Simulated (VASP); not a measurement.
Set up this calculation in VASP 6.6.1, as the native input.

```yaml
Task: single point
Functional: LDA
Potentials_or_basis: VASP PAW LDA potentials, release 64 (Ag)
Cutoff: 520 eV
k_mesh: 10 × 10 × 6
Occupations: fermi-dirac, width 0.05 eV
Spin: no spin polarisation
Dipole_correction: no
Further_INCAR_settings: ALGO = Normal; EDIFF = 1e-07; NBANDS = 18
```

The structure of Ag lies in POSCAR:

```
Ag
1.0
    2.9494045390      0.0000000000      0.0000000000
   -1.4747022695      2.5542592568      0.0000000000
    0.0000000000      0.0000000000      4.8217227788
Ag
2
Direct
    0.6666666667      0.3333333333      0.7500000000
    0.3333333333      0.6666666667      0.2500000000
```

This isn't the form of Ag at room conditions, which is fcc.

One way to write it, as run:

INCAR

```
PREC = Accurate
ENCUT = 520
EDIFF = 1E-7
ISMEAR = -1
SIGMA = 0.05
LREAL = False
LASPH = True
NELM = 60
ALGO = Normal
ISIF = 2
LWAVE = False
LCHARG = True
GGA = CA
LELF = True
LVHAR = True
NBANDS = 18
```

KPOINTS

```
regular mesh
0
Gamma
  10 10 6
```

Potentials or basis: VASP PAW LDA potentials, release 64 (Ag).

Run with:

```sh
$ cat potpaw_LDA.64/Ag/POTCAR > POTCAR
$ mpirun -np 1 vasp_std > vasp.out
```

It gave:

```yaml
Pressure: -11.7 GPa
Band_gap_on_the_k_mesh: zero (bands 11 and 12 overlap by 6.27 eV)
```

Caveat: the cell stands under tension.

Wall time 32 s on 1 thread of Intel Xeon 8259CL, with other jobs on the host, peak memory 0.16 GiB.
